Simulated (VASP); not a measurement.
# SnO2 in VASP: notebook

The runs below take SnO2 through single point, with BLYP, PBE, RPBE+D3(BJ), PBEsol.

Everything below comes from runs of VASP 6.6.1. Logs are shortened: lines on timing, memory, paths and dates and some standing lists are left out, and cuts for length are marked.

### 1 The cell of the first run

Symmetry: P4_2/mnm, No. 136, tetragonal system. Conventional cell: a = 4.879 Å, b = 4.879 Å, c = 3.266 Å, α = 90.00°, β = 90.00°, γ = 90.00°. Sn (site symmetry mmm) has 6 O at 2.11 to 2.12 Å within 2.8 Å. Within 2.8 Å of O (site symmetry m2m) lie 3 Sn at 2.11 to 2.12 Å and 1 O at 2.67 Å.

### 2 Single point, BLYP

The input, INCAR:

```
  PREC = Accurate
  ENCUT = 520
  EDIFF = 1E-6
  ISMEAR = -1
  SIGMA = 0.05
  LREAL = F
  LASPH = T
  NELM = 60
  ALGO = Normal
  ISIF = 2
  LWAVE = F
  LCHARG = F
  GGA = B5
  ALDAX = 1.0
  AGGAX = 1.0
  AGGAC = 1.0
  ALDAC = 0.0
  NBANDS = 64
```

The input, KPOINTS:

```
Automatic mesh
0
Gamma
  6 6 6
```

The input, POSCAR:

```
SnO2
1.0
   -3.2655628828      3.4500583779      3.4500647562
    3.2655628828     -3.4500583779      3.4500647562
    3.2655628828      3.4500583779     -3.4500647562
Sn O
4 8
Direct
    0.5000000000      0.0000000000      0.0000000000
    0.5000000000      0.5000000000      0.5000000000
   -0.0000122667      0.7499877333      0.2500000000
    1.0000122667      0.2500122667      0.7500000000
    0.8068209310      0.8068257793      0.5000048482
    0.8068209310      0.3068160828     -0.0000048482
    0.3068274634      0.2500065055      0.0568209579
    0.6931855476      0.2500065055      0.4431790421
    0.3068144524      0.7499934945      0.5568209579
    0.1931790690      0.6931839172      1.0000048482
    0.6931725366      0.7499934945      0.9431790421
    0.1931790690      0.1931742207      0.4999951518
```

Potentials or basis: VASP PAW PBE potentials, release 64 (Sn_d, O).

Command:

```bash
> cat potpaw_PBE.64/Sn_d/POTCAR potpaw_PBE.64/O/POTCAR > POTCAR
> mpirun -np 1 vasp_std > vasp.out
```

OUTCAR:

```text
PREC = Accurate
   ENCUT = 520
   EDIFF = 1E-6
   ISMEAR = -1
   LREAL = F
   LASPH = T
   NELM = 60
   ISIF = 2
   GGA = B5

 ion  position               nearest neighbor table
   1  0.500  0.000  0.000-   8 2.11   9 2.11   7 2.11  11 2.11  10 2.12   6 2.12   2 3.27   2 3.27

   2  0.500  0.500  0.500-   7 2.11  11 2.11   9 2.11   8 2.11   5 2.12  12 2.12   1 3.27   1 3.27

   3  1.000  0.750  0.250-   6 2.11   5 2.11  12 2.11  10 2.11   9 2.12  11 2.12   4 3.27   4 3.27

   4  0.000  0.250  0.750-  10 2.11  12 2.11   5 2.11   6 2.11   8 2.12   7 2.12   3 3.27   3 3.27

   5  0.807  0.807  0.500-   3 2.11   4 2.11   2 2.12
   6  0.807  0.307  1.000-   3 2.11   4 2.11   1 2.12
   7  0.307  0.250  0.057-   1 2.11   2 2.11   4 2.12
   8  0.693  0.250  0.443-   1 2.11   2 2.11   4 2.12
   9  0.307  0.750  0.557-   1 2.11   2 2.11   3 2.12
  10  0.193  0.693  0.000-   4 2.11   3 2.11   1 2.12
  11  0.693  0.750  0.943-   1 2.11   2 2.11   3 2.12
  12  0.193  0.193  0.500-   4 2.11   3 2.11   2 2.12

  LATTYP: Found a body centered tetragonal cell.
 ALAT       =     6.9001167558
 C/A-ratio  =     0.9465239498

  Lattice vectors:

 A1 = (  -3.2655628828,   3.4500583779,  -3.4500647562)
 A2 = (  -3.2655628828,  -3.4500583779,   3.4500647562)
 A3 = (   3.2655628828,   3.4500583779,   3.4500647562)

Analysis of symmetry for initial positions (statically):
=====================================================================
 Subroutine PRICEL returns:
 Original cell was already a primitive cell.

 Routine SETGRP: Setting up the symmetry group for a
 body centered tetragonal supercell.

 Subroutine GETGRP returns: Found  8 space group operations
 (whereof  4 operations were pure point group operations)
 out of a pool of 16 trial point group operations.

The static configuration has the point symmetry C_2h.
 The point group associated with its full space group is D_2h.

Analysis of symmetry for dynamics (positions and initial velocities):
=====================================================================
 Subroutine PRICEL returns:
 Original cell was already a primitive cell.

 Routine SETGRP: Setting up the symmetry group for a
 body centered tetragonal supercell.

 Subroutine GETGRP returns: Found  8 space group operations
 (whereof  4 operations were pure point group operations)
 out of a pool of 16 trial point group operations.

The dynamic configuration has the point symmetry C_2h.
 The point group associated with its full space group is D_2h.

 Subroutine INISYM returns: Found  8 space group operations
 (whereof  4 operations are pure point group operations),
 and found     1 'primitive' translations

----------------------------------------------------------------------------------------

                                     Primitive cell

  volume of cell :     155.4790

  direct lattice vectors                    reciprocal lattice vectors
    -3.265562883  3.450058378  3.450064756     0.000000000  0.144925084  0.144924816
     3.265562883 -3.450058378  3.450064756     0.153112960  0.000000000  0.144924816
     3.265562883  3.450058378 -3.450064756     0.153112960  0.144925084  0.000000000

  length of vectors
     5.871094495  5.871094495  5.871094495     0.204954830  0.210824052  0.210824236

  position of ions in fractional coordinates (direct lattice)
     0.500000000  0.000000000  0.000000000
     0.500000000  0.500000000  0.500000000
     0.999987733  0.749987733  0.250000000
     0.000012267  0.250012267  0.750000000
     0.806820931  0.806825779  0.500004848
     0.806820931  0.306816083  0.999995152
     0.306827463  0.250006505  0.056820958
     0.693185548  0.250006505  0.443179042
     0.306814452  0.749993495  0.556820958
     0.193179069  0.693183917  0.000004848
     0.693172537  0.749993495  0.943179042
     0.193179069  0.193174221  0.499995152

  ion indices of the primitive-cell ions
   primitive index   ion index
                 1           1
                 2           2
                 3           3
                 4           4
                 5           5
                 6           6
                 7           7
                 8           8
                 9           9
                10          10
                11          11
                12          12

----------------------------------------------------------------------------------------

 KPOINTS: Automatic mesh

Automatic generation of k-mesh.
 Grid dimensions read from file:
 generate k-points for:    6    6    6

 Generating k-lattice:

  Cartesian coordinates                     Fractional coordinates (reciprocal lattice)
     0.000000000  0.024154181  0.024154136     0.166666667 -0.000000000  0.000000000
     0.025518827  0.000000000  0.024154136    -0.000000000  0.166666667  0.000000000
     0.025518827  0.024154181  0.000000000     0.000000000  0.000000000  0.166666667

  Length of vectors
     0.034159138  0.035137342  0.035137373

  Shift w.r.t. Gamma in fractional coordinates (k-lattice)
     0.000000000  0.000000000  0.000000000

 Subroutine IBZKPT returns following result:
 ===========================================

 Found     46 irreducible k-points:

 Following reciprocal coordinates:
            Coordinates               Weight
  0.000000  0.000000  0.000000      1.000000
  0.166667  0.000000 -0.000000      4.000000
  0.333333  0.000000  0.000000      4.000000
  0.500000  0.000000 -0.000000      2.000000
  0.000000  0.166667  0.000000      4.000000
 -0.166667  0.166667  0.000000      4.000000
[... 16 lines left out ...]
 -0.166667  0.166667  0.166667      2.000000
  0.166667  0.333333  0.166667      4.000000
 [... further k-points ...]
   k-points           NKPTS =     46   k-points in BZ     NKDIM =     46   number of bands    NBANDS=     64
   number of dos      NEDOS =    301   number of ions     NIONS =     12
   total plane-waves  NPLWV = 110592
   dimension x,y,z NGX =    48 NGY =   48 NGZ =   48
   dimension x,y,z NGXF=    96 NGYF=   96 NGZF=   96
   ions per type =               4   8
   NGX,Y,Z   is equivalent  to a cutoff of  13.59, 13.59, 13.59 a.u.
   NGXF,Y,Z  is equivalent  to a cutoff of  27.18, 27.18, 27.18 a.u.
 SYSTEM =  unknown system
   PREC   = accura    normal or accurate (medium, high low for compatibility)
   ISTART =      0    job   : 0-new  1-cont  2-samecut
   ICHARG =      2    charge: 1-file 2-atom 10-const
   ISPIN  =      1    spin polarized calculation?
   LNONCOLLINEAR =      F non collinear calculations
   LSORBIT =      F    spin-orbit coupling
   LASPH  =      T    aspherical Exc in radial PAW
   ENCUT  =  520.0 eV  38.22 Ry    6.18 a.u.  10.92 10.92 10.92*2*pi/ulx,y,z
   NELM   =     60;   NELMIN=  2; NELMDL= -5     # of ELM steps
   EDIFF  = 0.1E-05   stopping-criterion for ELM
   LREAL  =      F    real-space projection
   EDIFFG = 0.1E-04   stopping-criterion for IOM
   NSW    =      0    number of steps for IOM
   IBRION =     -1    ionic relax: 0-MD 1-quasi-New 2-CG
   NFREE  =      0    steps in history (QN), initial steepest desc. (CG)
   ISIF   =      2    stress and relaxation
   ISYM   =      2    0-nonsym 1-usesym 2-fastsym
   POTIM  = 0.5000    time-step for ionic-motion
   TEBEG  =    0.0;   TEEND  =   0.0 temperature during run
   PSTRESS=    0.0 pullay stress
   NELECT =     104.0000    total number of electrons
   NUPDOWN=      -1.0000    fix difference up-down
   EMIN   =  10.00;   EMAX   =-10.00  energy-range for DOS
   EFERMI =   0.00;   METHOD = LEGACY
   ISMEAR =    -1;   SIGMA  =   0.05  broadening in eV -4-tet -1-fermi 0-gaus
   EFERMI_NEDOS =   21; number of points for ismear=-14 and -15
   IALGO  =     38    algorithm
   IMIX   =      4    mixing-type and parameters
     AMIX     =   0.40;   BMIX     =  1.00
     AMIX_MAG =   1.60;   BMIX_MAG =  1.00
  volume/ion in A,a.u.               =      12.96        87.44
  Fermi-wavevector in a.u.,A,eV,Ry     =   1.431733  2.705583 27.890030  2.049859
  Thomas-Fermi vector in A             =   2.551437
   LORBIT       =      0    0 simple, 1 ext, 2 COOP (PROOUT), +10 PAW based schemes
   GGA     = B5    functional components
   LHFCALC =     F    Hartree Fock is set to
   AEXX    =    0.0000 exact exchange contribution
   IVDW    =     0    specifies the selected vdW correction
   LEPSILON=     F    determine dielectric tensor
   LRPA    =     F    only Hartree local field effects (RPA)
 non-spin polarized calculation
  energy-cutoff  :      520.00
  volume of cell :      155.48
 maximum number of plane-waves:      4206
 NGX is ok and might be reduce to    48
   NGX = 21   NGY = 21   NGZ = 21

 number of electron     104.0000002 magnetization

 Free energy of the ion-electron system (eV)
  ---------------------------------------------------
  ext. energy  EPLUGINS =         0.00000000
  ---------------------------------------------------
  free energy    TOTEN  =       -69.79238217 eV

  energy without entropy =      -69.79226134  energy(sigma->0) =      -69.79232176

 E-fermi :   5.7429     XC(G=0): -10.3550

 val. band max:        5.4994333837   @ k =   0.0000   0.0000   0.0000
 cond. band min:       5.9345272464   @ k =   0.0000   0.0000   0.0000
 fundamental gap:      0.4350938627
 Fermi energy:         5.7428839179

 k-point     1 :       0.0000    0.0000    0.0000
  band No.  band energies     occupation
      1     -15.4540      2.00000
      2     -15.2797      2.00000
      3     -15.2797      2.00000
      4     -14.8927      2.00000
      5     -14.8927      2.00000
      6     -14.8680      2.00000
[... 56 lines left out ...]
     63      15.8612      0.00000
     64      15.8795      0.00000

 k-point     2 :       0.1667    0.0000   -0.0000
  band No.  band energies     occupation
      1     -15.4202      2.00000
      2     -15.3203      2.00000
      3     -15.3202      2.00000
      4     -14.9051      2.00000
      5     -14.8347      2.00000
      6     -14.8347      2.00000
[... 56 lines left out ...]
     63      15.8032      0.00000
     64      15.8037      0.00000

 k-point     3 :       0.3333    0.0000    0.0000
  band No.  band energies     occupation
      1     -15.3810      2.00000
      2     -15.3810      2.00000
      3     -15.3231      2.00000
      4     -15.0203      2.00000
      5     -14.7394      2.00000
      6     -14.7394      2.00000
[... 1396 lines left out ...]
     63      15.4839      0.00000
     64      15.8262      0.00000

 k-point    24 :       0.1667    0.3333    0.1667
  band No.  band energies     occupation
      1     -15.2214      2.00000
      2     -15.2213      2.00000
      3     -15.1647      2.00000
      4     -15.1647      2.00000
      5     -14.8512      2.00000
      6     -14.8512      2.00000
[... 56 lines left out ...]
     63      14.8057      0.00000
     64      14.8058      0.00000

 [... further k-points ...]

------------------------ aborting loop because EDIFF is reached ----------------------------------------

  FORCE on cell =-STRESS in cart. coord.  units (eV):
  Direction    XX          YY          ZZ          XY          YZ          ZX
  --------------------------------------------------------------------------------------
  -------------------------------------------------------------------------------------
  Total        1.0474520      0.6406491      0.6403360      0.0000000      0.0000000      0.0000000
  in kB       10.7937657      6.6017500      6.5985233      0.0000000      0.0000000      0.0000000
  external PRESSURE =       7.9980130 kB  Pullay stress =       0.0000000 kB

 VOLUME and BASIS-vectors are now :
 -----------------------------------------------------------------------------
  energy-cutoff  :      520.00
  volume of cell :      155.48
      direct lattice vectors                 reciprocal lattice vectors
    -3.265562883  3.450058378  3.450064756     0.000000000  0.144925084  0.144924816
     3.265562883 -3.450058378  3.450064756     0.153112960  0.000000000  0.144924816
     3.265562883  3.450058378 -3.450064756     0.153112960  0.144925084  0.000000000

 POSITION                                       TOTAL-FORCE (eV/Angst)
 -----------------------------------------------------------------------------------
     -1.63278      1.72503      1.72503        -0.000000     -0.000000     -0.000000
      1.63278      1.72503      1.72503        -0.000000     -0.000000     -0.000000
      0.00000      1.72503      5.17501         0.000000     -0.000000      0.000581
      3.26556      1.72503     -1.72495        -0.000000     -0.000000     -0.000581
      1.63281      1.72503      3.84214         0.000117     -0.000000     -0.023640
      1.63275      5.17509      0.39207        -0.000117      0.000000     -0.023640
     -0.00000      0.39207      1.72508         0.000000     -0.023655     -0.000015
     -0.00000      3.05799      1.72508         0.000000      0.023655     -0.000015
      3.26556      0.39207      1.72499        -0.000000     -0.023655      0.000015
      1.63281     -1.72503      3.05799         0.000117     -0.000000      0.023640
      3.26556      3.05799      1.72499        -0.000000      0.023655      0.000015
      1.63275      1.72503     -0.39207        -0.000117      0.000000      0.023640
 -----------------------------------------------------------------------------------
    total drift:                                0.000000      0.000000     -0.000000

  FREE ENERGIE OF THE ION-ELECTRON SYSTEM (eV)
  ---------------------------------------------------
  free  energy   TOTEN  =       -69.7923821740 eV

  energy  without entropy=      -69.7922613436  energy(sigma->0) =      -69.79232176
```

Run time: 7.2 min. Hardware: 1 thread of AMD EPYC 9R45 (Zen 5), shared host; peak memory 0.48 GiB.

What came out:

* Free energy: -69.7924 eV
* Pressure: 0.8 GPa
* Largest force: 0.024 eV/Å
* Band gap on the k mesh: 0.44 eV

Forces on the atoms (eV/Å):
```
Sn   0.000  0.000  0.000
Sn   0.000  0.000  0.000
Sn   0.000  0.000  0.001
Sn   0.000  0.000 -0.001
O    0.000  0.000 -0.024
O    0.000  0.000 -0.024
O    0.000 -0.024  0.000
O    0.000  0.024  0.000
O    0.000 -0.024  0.000
O    0.000  0.000  0.024
O    0.000  0.024  0.000
O    0.000  0.000  0.024
```

Levels at points of the mesh, in eV from the valence-band top:
| k point | band 49 | band 50 | band 51 | band 52 | band 53 | band 54 | band 55 | band 56 |
| --- | --- | --- | --- | --- | --- | --- | --- | --- |
| (0.00, 0.00, 0.00) | -0.74 | -0.70 | -0.70 | 0.00 | 0.44 | 4.12 | 4.12 | 5.44 |
| (0.50, 0.00, 0.00) | -0.75 | -0.75 | -0.58 | -0.58 | 3.61 | 3.61 | 5.49 | 5.49 |
| (0.00, 0.50, 0.00) | -0.77 | -0.77 | -0.46 | -0.46 | 3.73 | 3.73 | 5.27 | 5.27 |
| (0.50, 0.50, 0.00) | -0.77 | -0.77 | -0.46 | -0.46 | 3.73 | 3.73 | 5.27 | 5.27 |
| (0.50, 0.50, 0.50) | -1.12 | -1.12 | -0.81 | -0.81 | 3.97 | 3.97 | 5.25 | 5.25 |

Caveat: the PAW data sets were made with another functional, which shifts forces and pressure a little; spin-orbit coupling is left out, which moves the levels of the heavy elements.

### 3 Single point, PBE

This run uses another cell than the first one, of 12.62 Å³/atom.

The input, INCAR:

```
PREC = Accurate ; ENCUT = 520
EDIFF = 1E-7 ; ISMEAR = -1
SIGMA = 0.05 ; LREAL = F
LASPH = T ; NELM = 60
ALGO = Normal ; ISIF = 2
LWAVE = F ; LCHARG = T
GGA = PE ; LELF = T
LVHAR = T ; NBANDS = 64
```

The input, KPOINTS:

```
Automatic mesh
0
Gamma
  5 5 5
```

The input, POSCAR:

```
SnO2
1.0
   -3.1806076000      3.3494920600      3.4140210000
    3.1806076000     -3.3494920600      3.4140210000
    3.3171864000      3.4794479400     -3.4140210000
Sn O
4 8
Direct
    0.5000000000      0.0000000000      0.0000000000
    0.5000000000      0.5000000000      0.5000000000
    0.0035990000      0.7535990000      0.2500000000
    0.9964010000      0.2464010000      0.7500000000
    0.8064960000      0.8037740000      0.4972780000
    0.8064960000      0.3092180000      0.0027220000
    0.3024350000      0.2459400000      0.0564950000
    0.6894450000      0.2459400000      0.4435050000
    0.3105550000      0.7540600000      0.5564950000
    0.1935040000      0.6907820000      0.9972780000
    0.6975650000      0.7540600000      0.9435050000
    0.1935040000      0.1962260000      0.5027220000
```

Potentials or basis: VASP PAW PBE potentials, release 64 (Sn_d, O).

Command:

```bash
> cat potpaw_PBE.64/Sn_d/POTCAR potpaw_PBE.64/O/POTCAR > POTCAR
> mpirun -np 1 vasp_std > vasp.out
```

It took 11 min on 1 thread of Intel Xeon Platinum 8488C (Sapphire Rapids), shared host; peak memory 0.48 GiB.

It converged, with:

```
Free energy            : -74.5450 eV
Pressure               : 0.1 GPa
Largest force          : 0.243 eV/Å
Band gap on the k mesh : 0.62 eV
```

Forces in eV/Å, atoms in the order of the input:
```
Sn   0.000  0.000  0.000
Sn   0.000  0.000  0.000
Sn   0.000  0.000 -0.059
Sn   0.000  0.000  0.059
O    0.031  0.006  0.023
O   -0.031 -0.006  0.023
O    0.240 -0.029  0.031
O   -0.240  0.029  0.031
O    0.240 -0.029 -0.031
O    0.031  0.006 -0.023
O   -0.240  0.029 -0.031
O   -0.031 -0.006 -0.023
```

Stress tensor (GPa, compression positive):
```
-0.25 -3.93  0.00
-3.93  0.31  0.00
 0.00  0.00  0.11
```

Levels at points of the mesh, in eV from the valence-band top:
```
           k point  band 48  band 49  band 50  band 51  band 52  band 53  band 54  band 55  band 56  band 57
(0.00, 0.00, 0.00)    -0.79    -0.74    -0.73    -0.71     0.00     0.62     4.29     4.32     5.63     5.97
```

Caveat: spin-orbit coupling is left out, which moves the levels of the heavy elements.

### 4 Single point, BLYP

This run uses another cell than the first one, of 12.62 Å³/atom.

The input, INCAR:

```
AGGAC    = 1.0          
AGGAX    = 1.0          
ALDAC    = 0.0          
ALDAX    = 1.0          
ALGO     = Normal         # electronic algorithm
EDIFF    = 1E-6           # SCF threshold, eV
ENCUT    = 520            # plane-wave cutoff, eV
GGA      = B5             # functional
ISIF     = 2              # what is computed and relaxed
ISMEAR   = -1             # smearing method
LASPH    = True           # aspherical terms in the spheres
LCHARG   = False          # write CHGCAR
LREAL    = False          # projectors in reciprocal space
LWAVE    = False          # write WAVECAR
NBANDS   = 64             # bands
NELM     = 60             # most SCF steps
PREC     = Accurate       # precision mode
SIGMA    = 0.05           # smearing width, eV
```

The input, KPOINTS:

```
k-points
0
Gamma
  5 5 5
```

POSCAR: that of step 3 with these lines changed.

```diff
@@ -2,5 +2,5 @@
 1.0
-   -3.1806076000      3.3494920600      3.4140210000
-    3.1806076000     -3.3494920600      3.4140210000
-    3.3171864000      3.4794479400     -3.4140210000
+   -3.2488970000      3.4144700000      3.4140210000
+    3.2488970000     -3.4144700000      3.4140210000
+    3.2488970000      3.4144700000     -3.4140210000
 Sn O
```

Command:

```bash
> cat potpaw_PBE.64/Sn_d/POTCAR potpaw_PBE.64/O/POTCAR > POTCAR
> mpirun -np 1 vasp_std > vasp.out
```

Wall time 7.6 min (1 thread of AMD EPYC 7R13 (Zen 3), shared host); peak memory 0.39 GiB.

It converged, with:

```yaml
Free_energy: -69.7107 eV
Pressure: 5.2 GPa
Largest_force: 0.065 eV/Å
Band_gap_on_the_k_mesh: 0.69 eV
```

Forces on the atoms (eV/Å):
```
Sn   0.000  0.000  0.000
Sn   0.000  0.000  0.000
Sn   0.000  0.000 -0.065
Sn   0.000  0.000  0.065
O    0.027  0.000 -0.056
O   -0.027  0.000 -0.056
O    0.000 -0.056  0.032
O    0.000  0.056  0.032
O    0.000 -0.056 -0.032
O    0.027  0.000  0.056
O    0.000  0.056 -0.032
O   -0.027  0.000  0.056
```

Stress tensor (GPa, compression positive):
```
5.65 0.00 0.00
0.00 4.95 0.00
0.00 0.00 4.98
```

Levels at points of the mesh, in eV from the valence-band top:
| k point | band 48 | band 49 | band 50 | band 51 | band 52 | band 53 | band 54 | band 55 | band 56 | band 57 |
| --- | --- | --- | --- | --- | --- | --- | --- | --- | --- | --- |
| (0.00, 0.00, 0.00) | -0.77 | -0.76 | -0.72 | -0.71 | 0.00 | 0.69 | 4.35 | 4.35 | 5.65 | 6.16 |

Caveat: the cell stands under pressure; the PAW data sets were made with another functional, which shifts forces and pressure a little; spin-orbit coupling is left out, which moves the levels of the heavy elements.

[end of part 1 of 2]
